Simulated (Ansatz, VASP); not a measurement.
This is a calculation of Zn for Ansatz 0.2.0.

File input.yaml:

```yaml
crystal:
  lattice:
    - [2.6876826345, 0.0, 0.0]
    - [-1.3438413173, 2.3276014388, 0.0]
    - [0.0, 0.0, 4.9988883757]
  atoms:
    - { symbol: Zn, position: [0.6666666667, 0.3333333333, 0.75] }
    - { symbol: Zn, position: [0.3333333333, 0.6666666667, 0.25] }
hamiltonian:
  xc: pbesol
  pseudopotentials: { kind: paw }
kpoints:
  mp_grid: { grid: [11, 11, 6] }
scf:
  occupations: { method: fermi_dirac, width: 0.05 }
output:
  forces: true
  stress: true
  eigenvalues: true
```

Potentials or basis: Ansatz PAW.

Run with:

```sh
$ ansatz run input.yaml --threads 2 --pin off --max-ram 5632MiB --backend cpu --events-out ev --progress --plain --runs-dir out
```

Problem. Set up the same calculation for VASP 6.6.1. Potentials there: VASP PAW PBE potentials, release 64 (Zn).

Solution. As run (the cutoff follows the program's own potentials):

File INCAR:

```
ALGO = Normal
EDIFF = 1E-6
ENCUT = 520
GGA = PS
ISIF = 2
ISMEAR = -1
LASPH = True
LCHARG = False
LREAL = False
LWAVE = False
NBANDS = 19
NELM = 60
PREC = Accurate
SIGMA = 0.05
```

File KPOINTS:

```
k-points
0
Gamma
  11 11 6
```

The input POSCAR:

```
Zn
1.0
    2.6876826345      0.0000000000      0.0000000000
   -1.3438413173      2.3276014388      0.0000000000
    0.0000000000      0.0000000000      4.9988883757
Zn
2
Direct
    0.6666666667      0.3333333333      0.7500000000
    0.3333333333      0.6666666667      0.2500000000
```

Potentials or basis: VASP PAW PBE potentials, release 64 (Zn).

The run is started by

```sh
$ cat potpaw_PBE.64/Zn/POTCAR > POTCAR
$ mpirun -np 1 vasp_std > vasp.out
```

Both were run:

|  | VASP | Ansatz | Ansatz less VASP |
| --- | --- | --- | --- |
| gap on the k mesh at the Fermi level (eV) | none | none | - |
| pressure (GPa) | -6.5 | -6.8 | -0.31 |
| traceless stress, the component that is largest in VASP (GPa) | 0.30 | 0.42 | +0.118 |

VASP's potentials were made for PBE, not for PBEsol. A gap of «none» marks a metal or a gap that the smearing closes.
